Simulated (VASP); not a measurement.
A run of VASP 6.6.1 is set up as follows.

File POSCAR:

```
W
1.0
    4.8455542823      0.0000000000      0.0000000000
   -2.4227771412      4.1963731039      0.0000000000
    0.0000000000      0.0000000000      2.6917119472
W
3
Direct
    0.0000000000      1.0000000000      0.0000000000
    0.3333333333      0.6666666667      0.5000000000
    0.6666666667      0.3333333333      0.5000000000
```

INCAR.step1

```
SYSTEM = W
PREC     = Accurate       ! precision mode
ENCUT    = 520            ! plane-wave cutoff, eV
ISMEAR   = -1             ! smearing method
SIGMA    = 0.1            ! smearing width, eV
LREAL    = .FALSE.        ! projectors in reciprocal space
LASPH    = .TRUE.         ! aspherical terms in the spheres
NELM     = 60             ! most SCF steps
NBANDS   = 28             ! bands
GGA      = PE             ! functional
ALGO     = Normal         ! electronic algorithm
EDIFF    = 1E-4           ! SCF threshold, eV
LWAVE    = .TRUE.         ! write WAVECAR
LCHARG   = .FALSE.        ! write CHGCAR
```

Contents of INCAR.step2:

```
SYSTEM = W
PREC     = Accurate       ! precision mode
ENCUT    = 520            ! plane-wave cutoff, eV
EDIFF    = 1E-6           ! SCF threshold, eV
ISMEAR   = -1             ! smearing method
SIGMA    = 0.1            ! smearing width, eV
LREAL    = .FALSE.        ! projectors in reciprocal space
LASPH    = .TRUE.         ! aspherical terms in the spheres
NELM     = 60             ! most SCF steps
ALGO     = Normal         ! electronic algorithm
ISIF     = 2              ! what is computed and relaxed
LWAVE    = .FALSE.        ! write WAVECAR
LCHARG   = .TRUE.         ! write CHGCAR
METAGGA  = R2SCAN         ! meta-GGA
LMIXTAU  = .TRUE.       
LELF     = .TRUE.         ! ELF
LVHAR    = .TRUE.       
NBANDS   = 28             ! bands
ISTART   = 1
```

Contents of KPOINTS:

```
regular mesh
0
G
  9 9 14
  0 0 0
```

Potentials or basis: VASP PAW PBE potentials, release 64 (W_sv).

Run with:

```sh
$ cat potpaw_PBE.64/W_sv/POTCAR > POTCAR
$ cp INCAR.step1 INCAR
$ mpirun -np 1 vasp_std > vasp.out
$ cp INCAR.step2 INCAR
$ mpirun -np 1 vasp_std > vasp.out
```

(1) Estimate the pressure.

(2) Estimate the band gap on the k mesh.

Answers

(1) -25.4 GPa.

(2) zero (band 21 reaches 9.60 eV, above the bottom of band 22 at 8.88 eV).

Caveat: the PAW data sets were made with another functional, which shifts forces and pressure a little; spin-orbit coupling is left out, which moves the levels of the heavy elements.
